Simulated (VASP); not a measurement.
# In3Ga13As16 (P1) in VASP: relaxation of volume and atoms at fixed shape with PBEsol

Aim: the relaxation of volume and atoms at fixed shape of In3Ga13As16 with PBEsol.

Program: VASP 6.6.1. These are calculated values, not measurements. Logs are shortened: lines on timing, memory, paths and dates and some standing lists are left out, and cuts for length are marked.

### Step 1. The cell of the first run

The typed cell holds 64 atoms: a = 11.482 Å, b = 11.482 Å, c = 11.482 Å, α = 90.00°, β = 90.00°, γ = 90.00°.

### Step 2. Relaxation of volume and atoms at fixed shape, PBEsol

Contents of INCAR:

```
PREC = Accurate
ENCUT = 500
EDIFF = 1E-7
ISMEAR = -1
SIGMA = 0.05
LREAL = Auto
LASPH = T
NELM = 120
ALGO = Normal
ISIF = 8
LWAVE = F
LCHARG = F
GGA = PS
IBRION = 2
NSW = 100
EDIFFG = -0.03
ISYM = -1
GGA_COMPAT = F
NELMIN = 4
KPAR = 1
```

Contents of KPOINTS:

```
explicit points
1
Reciprocal
  0.25000000   0.25000000   0.25000000 1
```

Contents of POSCAR:

```
In3Ga13As16
1.0
   11.4823880000      0.0000000000      0.0000000000
    0.0000000000     11.4823880000      0.0000000000
    0.0000000000      0.0000000000     11.4823880000
Ga In As
26 6 32
Direct
    0.0023120000      0.9991590000      0.0020990000
    0.0024490000      0.9989710000      0.4965020000
    0.0003280000      0.4991250000      0.0018890000
    0.9989250000      0.4993370000      0.5006450000
    0.5020960000      0.0015980000      0.9993450000
    0.5012710000      0.0014880000      0.4996750000
    0.5003930000      0.4971400000      0.0010050000
    0.2503780000      0.2528380000      0.0000320000
    0.2507090000      0.2465090000      0.5010360000
    0.2515990000      0.7496500000      0.5025460000
    0.7473180000      0.2503030000      0.9990170000
    0.7492640000      0.2480640000      0.4999280000
    0.7473870000      0.7479090000      0.0006020000
    0.7486440000      0.7547630000      0.5030260000
    0.2540640000      0.0012870000      0.2474100000
    0.2478010000      0.9976580000      0.7507990000
    0.2526300000      0.4996200000      0.2513640000
    0.2491260000      0.5001060000      0.7491270000
    0.7522710000      0.0027380000      0.2509820000
    0.7488820000      0.9995420000      0.7501180000
    0.0038100000      0.2516440000      0.2463640000
    0.0018850000      0.2492070000      0.7511760000
    0.9994740000      0.7492870000      0.2503630000
    0.0013820000      0.7491480000      0.7514680000
    0.4966370000      0.2501700000      0.7492140000
    0.4991740000      0.7522240000      0.2521700000
    0.5008690000      0.5000480000      0.4992090000
    0.2483830000      0.7485600000      0.0001640000
    0.7492870000      0.4986380000      0.2496120000
    0.7499320000      0.4983430000      0.7496930000
    0.5024590000      0.2473460000      0.2496850000
    0.5010240000      0.7519910000      0.7518820000
    0.1257510000      0.1239150000      0.1233640000
    0.1252350000      0.1236040000      0.6247410000
    0.1253720000      0.6297750000      0.1252940000
    0.1247930000      0.6270570000      0.6251650000
    0.6220710000      0.1249660000      0.1272540000
    0.6271900000      0.1235020000      0.6247260000
    0.6270530000      0.6269320000      0.1237030000
    0.6257540000      0.6248800000      0.6256760000
    0.3741540000      0.3724850000      0.1253260000
    0.3782780000      0.3758280000      0.6237790000
    0.3732710000      0.8761770000      0.1248830000
    0.3768910000      0.8752750000      0.6242570000
    0.8741940000      0.3736620000      0.1233710000
    0.8738760000      0.3754790000      0.6261270000
    0.8750030000      0.8740050000      0.1225780000
    0.8745490000      0.8743400000      0.6236020000
    0.3761610000      0.1232270000      0.3738330000
    0.3761640000      0.1266700000      0.8736530000
    0.3780600000      0.6250850000      0.3742090000
    0.3756880000      0.6260150000      0.8744100000
    0.8726440000      0.1249070000      0.3776110000
    0.8740510000      0.1271120000      0.8748480000
    0.8783020000      0.6245300000      0.3761800000
    0.8760190000      0.6252020000      0.8745070000
    0.1244070000      0.3780810000      0.3746980000
    0.1242990000      0.3739910000      0.8746430000
    0.1226160000      0.8739420000      0.3731960000
    0.1264020000      0.8738010000      0.8762990000
    0.6229130000      0.3775340000      0.3757890000
    0.6236140000      0.3784620000      0.8738650000
    0.6243060000      0.8750490000      0.3713580000
    0.6235570000      0.8749570000      0.8756430000
```

Potentials or basis: VASP PAW PBE potentials, release 64 (Ga_d, In_d, As).

Command:

```console
> cat potpaw_PBE.64/Ga_d/POTCAR potpaw_PBE.64/In_d/POTCAR potpaw_PBE.64/As/POTCAR > POTCAR
> mpirun -np 4 vasp_std > vasp.out
```

OUTCAR:

```text
PREC = Accurate
   ENCUT = 500
   EDIFF = 1E-7
   ISMEAR = -1
   LREAL = Auto
   LASPH = T
   NELM = 120
   ISIF = 8
   GGA = PS
   IBRION = 2
   NSW = 100
   EDIFFG = -0.03
   ISYM = -1
   NELMIN = 4

 ion  position               nearest neighbor table
   1  0.002  0.999  0.002-  33 2.45  47 2.47  60 2.49  54 2.54
   2  0.002  0.999  0.497-  59 2.44  53 2.49  34 2.49  48 2.52
   3  0.000  0.499  0.002-  45 2.47  58 2.50  56 2.50  35 2.51
   4  0.999  0.499  0.501-  55 2.46  57 2.47  46 2.48  36 2.51
   5  0.502  0.002  0.999-  37 2.46  64 2.47  50 2.50  43 2.52
   6  0.501  0.001  0.500-  49 2.47  38 2.47  44 2.49  63 2.50
[... 56 lines left out ...]
  63  0.624  0.875  0.371-  26 2.43  19 2.49  14 2.50   6 2.50
  64  0.624  0.875  0.876-  32 2.45   5 2.47  20 2.49  13 2.49

IMPORTANT INFORMATION: All symmetrisations will be switched off!
NOSYMM: (Re-)initialisation of all symmetry stuff for point group C_1.

----------------------------------------------------------------------------------------

                                     Primitive cell

  volume of cell :    1513.8981

  direct lattice vectors                    reciprocal lattice vectors
    11.482388000  0.000000000  0.000000000     0.087089898  0.000000000  0.000000000
     0.000000000 11.482388000  0.000000000     0.000000000  0.087089898  0.000000000
     0.000000000  0.000000000 11.482388000     0.000000000  0.000000000  0.087089898

  length of vectors
    11.482388000 11.482388000 11.482388000     0.087089898  0.087089898  0.087089898

  position of ions in fractional coordinates (direct lattice)
     0.002312000  0.999159000  0.002099000
     0.002449000  0.998971000  0.496502000
     0.000328000  0.499125000  0.001889000
     0.998925000  0.499337000  0.500645000
     0.502096000  0.001598000  0.999345000
     0.501271000  0.001488000  0.499675000
[... 56 lines left out ...]
     0.624306000  0.875049000  0.371358000
     0.623557000  0.874957000  0.875643000

  ion indices of the primitive-cell ions
   primitive index   ion index
                 1           1
                 2           2
                 3           3
                 4           4
                 5           5
                 6           6
[... 56 lines left out ...]
                63          63
                64          64

----------------------------------------------------------------------------------------

 KPOINTS: explicit points

Read explicit list of k-points.

 Found      1 k-points:

 Following reciprocal coordinates:
            Coordinates               Weight
  0.250000  0.250000  0.250000      1.000000
   k-points           NKPTS =      1   k-points in BZ     NKDIM =      1   number of bands    NBANDS=    348
   number of dos      NEDOS =    301   number of ions     NIONS =     64
   total plane-waves  NPLWV = 592704
   dimension x,y,z NGX =    84 NGY =   84 NGZ =   84
   dimension x,y,z NGXF=   168 NGYF=  168 NGZF=  168
   ions per type =              26   6  32
   NGX,Y,Z   is equivalent  to a cutoff of  12.16, 12.16, 12.16 a.u.
   NGXF,Y,Z  is equivalent  to a cutoff of  24.32, 24.32, 24.32 a.u.
 SYSTEM =  unknown system
   PREC   = accura    normal or accurate (medium, high low for compatibility)
   ISTART =      0    job   : 0-new  1-cont  2-samecut
   ICHARG =      2    charge: 1-file 2-atom 10-const
   ISPIN  =      1    spin polarized calculation?
   LNONCOLLINEAR =      F non collinear calculations
   LSORBIT =      F    spin-orbit coupling
   LASPH  =      T    aspherical Exc in radial PAW
   ENCUT  =  500.0 eV  36.75 Ry    6.06 a.u.  20.94 20.94 20.94*2*pi/ulx,y,z
   NELM   =    120;   NELMIN=  4; NELMDL= -5     # of ELM steps
   EDIFF  = 0.1E-06   stopping-criterion for ELM
   LREAL  =      T    real-space projection
   EDIFFG = -.3E-01   stopping-criterion for IOM
   NSW    =    100    number of steps for IOM
   IBRION =      2    ionic relax: 0-MD 1-quasi-New 2-CG
   NFREE  =      1    steps in history (QN), initial steepest desc. (CG)
   ISIF   =      8    stress and relaxation
   ISYM   =     -1    0-nonsym 1-usesym 2-fastsym
   POTIM  = 0.5000    time-step for ionic-motion
   TEBEG  =    0.0;   TEEND  =   0.0 temperature during run
   PSTRESS=    0.0 pullay stress
   NELECT =     576.0000    total number of electrons
   NUPDOWN=      -1.0000    fix difference up-down
   EMIN   =  10.00;   EMAX   =-10.00  energy-range for DOS
   EFERMI =   0.00;   METHOD = LEGACY
   ISMEAR =    -1;   SIGMA  =   0.05  broadening in eV -4-tet -1-fermi 0-gaus
   EFERMI_NEDOS =   21; number of points for ismear=-14 and -15
   IALGO  =     38    algorithm
   IMIX   =      4    mixing-type and parameters
     AMIX     =   0.40;   BMIX     =  1.00
     AMIX_MAG =   1.60;   BMIX_MAG =  1.00
  volume/ion in A,a.u.               =      23.65       159.63
  Fermi-wavevector in a.u.,A,eV,Ry     =   1.186270  2.241725 19.146606  1.407236
  Thomas-Fermi vector in A             =   2.322446
   LORBIT       =      0    0 simple, 1 ext, 2 COOP (PROOUT), +10 PAW based schemes
   GGA     = PS    functional components
   LHFCALC =     F    Hartree Fock is set to
   AEXX    =    0.0000 exact exchange contribution
   IVDW    =     0    specifies the selected vdW correction
   LEPSILON=     F    determine dielectric tensor
   LRPA    =     F    only Hartree local field effects (RPA)
 conjugate gradient relaxation of ions
 non-spin polarized calculation
  energy-cutoff  :      500.00
  volume of cell :     1513.90
 maximum number of plane-waves:     38454
 NGX is ok and might be reduce to    84
   NGX = 41   NGY = 41   NGZ = 41

--------------------------------------- Ionic step        1  -------------------------------------------

 number of electron     576.0000023 magnetization

 Free energy of the ion-electron system (eV)
  ---------------------------------------------------
  ext. energy  EPLUGINS =         0.00000000
  ---------------------------------------------------
  free energy    TOTEN  =      -284.00868127 eV

  energy without entropy =     -284.00864894  energy(sigma->0) =     -284.00866511

------------------------ aborting loop because EDIFF is reached ----------------------------------------

  FORCE on cell =-STRESS in cart. coord.  units (eV):
  Direction    XX          YY          ZZ          XY          YZ          ZX
  --------------------------------------------------------------------------------------
  -------------------------------------------------------------------------------------
  Total        7.7460124      7.7400570      8.2129652     -5.9147955     -6.4450645     -9.4131885
  in kB        8.1977018      8.1913992      8.6918838     -6.2597020     -6.8208924     -9.9620951
  external PRESSURE =       8.3603283 kB  Pullay stress =       0.0000000 kB
[... 275 lines left out ...]
  FREE ENERGIE OF THE ION-ELECTRON SYSTEM (eV)
  ---------------------------------------------------
  free  energy   TOTEN  =      -285.9887999679 eV

  energy  without entropy=     -285.9887441439  energy(sigma->0) =     -285.98877206

[... ionic steps 4 to 11 ...]

--------------------------------------- Ionic step       12  -------------------------------------------

 number of electron     576.0000028 magnetization

------------------------ aborting loop because EDIFF is reached ----------------------------------------

  FORCE on cell =-STRESS in cart. coord.  units (eV):
  Direction    XX          YY          ZZ          XY          YZ          ZX
  --------------------------------------------------------------------------------------
  -------------------------------------------------------------------------------------
  Total       -0.6869933     -0.5027801     -0.7852325     -6.6515368     -6.8870349     -6.6572718
  in kB       -0.7257142     -0.5311182     -0.8294904     -7.0264358     -7.2752071     -7.0324940
  external PRESSURE =      -0.6954409 kB  Pullay stress =       0.0000000 kB
[... 181 lines left out ...]
  energy  without entropy=     -286.5607726687  energy(sigma->0) =     -286.56078958

--------------------------------------- Ionic step       14  -------------------------------------------

 number of electron     576.0000029 magnetization

 Free energy of the ion-electron system (eV)
  ---------------------------------------------------
  ext. energy  EPLUGINS =         0.00000000
  ---------------------------------------------------
  free energy    TOTEN  =      -286.56254752 eV

  energy without entropy =     -286.56251478  energy(sigma->0) =     -286.56253115

 E-fermi :   4.2691     XC(G=0):  -9.6457

 val. band max:        3.6755481077   @ k =   0.2500   0.2500   0.2500
 cond. band min:       4.8316959236   @ k =   0.2500   0.2500   0.2500
 fundamental gap:      1.1561478159
 Fermi energy:         4.2691263707

 k-point     1 :       0.2500    0.2500    0.2500
  band No.  band energies     occupation
      1     -10.9995      2.00000
      2     -10.9901      2.00000
      3     -10.9886      2.00000
      4     -10.9870      2.00000
      5     -10.9837      2.00000
      6     -10.9820      2.00000
[... 292 lines left out ...]
    299       5.9455      0.00000
    300       5.9776      0.00000
 [bands above 300 left out]

------------------------ aborting loop because EDIFF is reached ----------------------------------------

  FORCE on cell =-STRESS in cart. coord.  units (eV):
  Direction    XX          YY          ZZ          XY          YZ          ZX
  --------------------------------------------------------------------------------------
  -------------------------------------------------------------------------------------
  Total        0.0409860      0.2271774     -0.0450724     -6.6303203     -6.8985680     -6.6737707
  in kB        0.0433445      0.2402497     -0.0476659     -7.0118426     -7.2955258     -7.0577933
  external PRESSURE =       0.0786427 kB  Pullay stress =       0.0000000 kB
[... 79 lines left out ...]
  FREE ENERGIE OF THE ION-ELECTRON SYSTEM (eV)
  ---------------------------------------------------
  free  energy   TOTEN  =      -286.5625475200 eV

  energy  without entropy=     -286.5625147773  energy(sigma->0) =     -286.56253115

 reached required accuracy - stopping structural energy minimisation
```

Run time: 72 min. Hardware: 4 MPI ranks of Intel Xeon Platinum 8488C (Sapphire Rapids), shared host; peak memory 0.56 GiB.

Results:

| Property | Result |
| --- | --- |
| Free energy | -286.5625 eV |
| Relaxed volume | 23.67 Å³/atom |
| Relaxed cell | a = 11.485 Å, b = 11.485 Å, c = 11.485 Å, α = 90.00°, β = 90.00°, γ = 90.00° |
| Space group after relaxing (to 0.1 Å) | P1 (No. 1) |
| Energy gained by relaxing | 39.9 meV/atom |
| Ionic steps | 14 |
| Pressure after relaxing | 0.0 GPa |
| Largest force after relaxing | 0.023 eV/Å |
| Band gap on the k mesh | 1.16 eV |

Forces in eV/Å, atoms in the order of the input:
```
Ga   0.003 -0.001 -0.008
Ga  -0.010 -0.001  0.000
Ga   0.001 -0.004 -0.004
Ga   0.005  0.003 -0.002
Ga   0.009  0.005  0.007
Ga  -0.007 -0.010  0.001
Ga  -0.003 -0.001 -0.010
Ga   0.002  0.000 -0.002
Ga  -0.001  0.009 -0.001
Ga   0.000 -0.007 -0.006
Ga  -0.001  0.005  0.003
Ga  -0.010 -0.003 -0.002
Ga  -0.008  0.002  0.007
Ga  -0.004 -0.013 -0.006
Ga  -0.007  0.005  0.008
Ga   0.005  0.004 -0.006
Ga  -0.011  0.009 -0.014
Ga   0.002 -0.007  0.005
Ga  -0.020 -0.011  0.003
Ga  -0.014  0.000 -0.002
Ga  -0.008  0.004 -0.003
Ga  -0.001  0.007  0.001
Ga   0.010  0.005 -0.014
Ga   0.002 -0.001 -0.003
Ga   0.008  0.000  0.009
Ga   0.006 -0.007 -0.003
In  -0.002  0.008  0.009
In   0.021  0.000  0.010
In   0.001  0.020 -0.005
In   0.000  0.012  0.014
In   0.003  0.015  0.002
In   0.014  0.002 -0.006
As   0.004 -0.007  0.006
As   0.004  0.005  0.004
As   0.001 -0.006  0.006
As   0.005 -0.009  0.001
As   0.001  0.002  0.006
As  -0.008  0.005 -0.001
As  -0.013 -0.003 -0.006
As   0.000  0.000 -0.005
As   0.010  0.012 -0.003
As   0.006  0.000  0.004
As   0.017 -0.010  0.002
As   0.003 -0.012  0.007
As  -0.008  0.009  0.002
As  -0.008  0.009 -0.004
As   0.001 -0.014  0.017
As   0.003  0.000  0.012
As   0.010  0.013 -0.001
As   0.010 -0.008  0.003
As   0.000 -0.009 -0.007
As   0.003 -0.006 -0.002
As  -0.008 -0.004  0.004
As   0.000  0.009 -0.014
As  -0.016 -0.006  0.004
As  -0.006  0.000 -0.002
As   0.000  0.002 -0.002
As   0.000  0.002 -0.006
As   0.010 -0.008 -0.003
As   0.008  0.001 -0.004
As   0.000  0.005  0.004
As  -0.001 -0.002  0.002
As  -0.012 -0.009 -0.004
As   0.000 -0.009  0.001
```

The path:
| step | energy change (eV) | largest force (eV/Å) | pressure (GPa) | volume (Å³) |
| --- | --- | --- | --- | --- |
| 1 | 0.0000 | 2.3290 | 0.84 | 1513.90 |
| 2 | -1.8535 | 0.7817 | -0.84 | 1541.10 |
| 3 | -1.9801 | 0.7736 | -1.30 | 1550.93 |
| 4 | -2.3645 | 0.5313 | 0.30 | 1510.05 |
| 5 | -2.3680 | 0.5324 | 0.49 | 1505.70 |
| 6 | -2.4874 | 0.1953 | 0.13 | 1512.78 |
| 7 | -2.5050 | 0.1949 | -0.06 | 1516.67 |
| 8 | -2.5344 | 0.0971 | -0.03 | 1515.83 |
| 9 | -2.5405 | 0.0897 | -0.02 | 1515.23 |
| 10 | -2.5480 | 0.0447 | 0.04 | 1514.28 |
| 11 | -2.5495 | 0.0504 | 0.07 | 1513.60 |
| 12 | -2.5521 | 0.0337 | -0.07 | 1516.69 |
| 13 | -2.5521 | 0.0337 | -0.07 | 1516.79 |
| 14 | -2.5539 | 0.0233 | 0.01 | 1515.00 |

Final structure:
```xyz
64
Lattice="11.4852 0.0000 0.0000 0.0000 11.4852 0.0000 0.0000 0.0000 11.4852" Properties=species:S:1:pos:R:3 pbc="T T T"
Ga   11.4705    0.0221   11.4799
Ga    0.0039   11.4838    5.7359
Ga    0.0202    5.7176   11.4832
Ga    0.0511    5.7378    5.7493
Ga    5.7720    0.0349   11.4834
Ga    5.7373    0.0030    5.7444
Ga    5.7111    5.7107    0.0016
Ga    2.8492    2.8680   11.4629
Ga    2.8241    2.8400    5.7611
Ga    2.8256    8.6393    5.7135
Ga    8.6323    2.8219   11.4565
Ga    8.6666    2.7943    5.7652
Ga    8.6383    8.6606    0.0276
Ga    8.6645    8.7009    5.7190
Ga    2.8513    0.0055    2.8868
Ga    2.8426    0.0405    8.5902
Ga    2.8237    5.7455    2.8797
Ga    2.8186    5.6929    8.6042
Ga    8.6556   11.4659    2.8657
Ga    8.6483    0.0243    8.6107
Ga    0.0294    2.8486    2.8611
Ga    0.0221    2.8463    8.6103
Ga   11.4847    8.6336    2.8982
Ga    0.0054    8.6384    8.5968
Ga    5.7146    2.8219    8.6316
Ga    5.7441    8.6723    2.8635
In    5.6991    5.7519    5.7527
In    2.8534    8.6157    0.0282
In    8.6725    5.7747    2.8514
In    8.6731    5.7198    8.6467
In    5.7260    2.8334    2.8556
In    5.7464    8.6684    8.6283
As    1.4482    1.4244    1.4276
As    1.4090    1.4299    7.1743
As    1.3339    7.1127    1.5169
As    1.4463    7.1838    7.1854
As    7.2740    1.3638    1.3796
As    7.1788    1.4191    7.1906
As    7.0992    7.2485    1.3571
As    7.2849    7.2728    7.1076
As    4.2097    4.3624    1.3907
As    4.2172    4.2101    7.2423
As    4.3739   10.1626    1.4935
As    4.2159   10.1198    7.1120
As   10.1184    4.2114    1.3459
As   10.1470    4.2181    7.1118
As   10.0834   10.0517    1.4512
As   10.0620   10.0786    7.1776
As    4.2193    1.3716    4.3798
As    4.2890    1.4118   10.0583
As    4.2240    7.2617    4.2162
As    4.2855    7.0319   10.0165
As   10.0752    1.4131    4.2887
As   10.0675    1.4438   10.0269
As   10.1463    7.2674    4.4002
As   10.1447    7.2654   10.1430
As    1.4460    4.2915    4.3089
As    1.4113    4.2887   10.0380
As    1.4142   10.0651    4.2912
As    1.3760   10.1308    9.9798
As    7.2712    4.2238    4.3812
As    7.1106    4.2161   10.1164
As    7.1923   10.0773    4.3005
As    7.2724   10.1470   10.1182
```

Caveat: the PAW data sets were made with another functional, which shifts forces and pressure a little; spin-orbit coupling is left out, which moves the levels of the heavy elements; a shifted mesh leaves out Γ, where band edges can lie. A k mesh can miss the band edges.
